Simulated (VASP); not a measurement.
Write the native input for VASP 6.6.1 that does the following.

| Property | Result |
| --- | --- |
| Task | single point |
| Functional | PBE |
| Potentials or basis | VASP PAW PBE potentials, release 64 (Al, O) |
| Cutoff | 520 eV |
| k mesh | 8 × 8 × 8 |
| Occupations | gaussian, width 0.1 eV |
| Spin | collinear spin, ferromagnetic start |
| Starting moments | [0.0, 0.0, 1.0] μB |
| Dipole correction | no |
| Further INCAR settings | ALGO = Normal; EDIFF = 1e-06; NBANDS = 17 |

The structure of Al2O lies in POSCAR:

```
Al2O
1.0
   -1.4088045046      1.4088045046      4.6152696161
    1.4088045046     -1.4088045046      4.6152696161
    1.4088045046      1.4088045046     -4.6152696161
Al O
2 1
Direct
    0.3529886792      0.3529886792      0.0000000000
    0.6470113208      0.6470113208      0.0000000000
    0.0000000000      0.0000000000      0.0000000000
```

One way to write it, as run:

INCAR

```
SYSTEM = Al2O
PREC = Accurate ; ENCUT = 520
EDIFF = 1E-6 ; ISMEAR = 0
SIGMA = 0.1 ; LREAL = .False.
LASPH = .True. ; NELM = 150
ALGO = Normal ; ISIF = 2
LWAVE = .False. ; LCHARG = .False.
ISPIN = 2 ; MAGMOM = 0 0 1
LORBIT = 11 ; GGA = PE
NBANDS = 17
```

KPOINTS

```
Automatic mesh
0
Gamma
  8 8 8
  0 0 0
```

Potentials or basis: VASP PAW PBE potentials, release 64 (Al, O).

Launch:

```sh
$ cat potpaw_PBE.64/Al/POTCAR potpaw_PBE.64/O/POTCAR > POTCAR
$ mpirun -np 1 vasp_std > vasp.out
```

Results of the run:

```yaml
Pressure: 0.0 GPa
Largest_force: 0.005 eV/Å
Band_gap_on_the_k_mesh: zero (filled and empty bands overlap)
Net_moment: 0.00 μB per cell
Valence_electrons_inside_the_program's_atomic_spheres: Al 0.74; O 4.90
```

Caveat: the k points lie up to 0.39 Å⁻¹ apart.

Run time: 120 s on 1 thread of Intel(R) Xeon(R) Platinum 8375C CPU @ 2.90GHz (Ice Lake), on a shared host, peak memory 0.3 GiB.
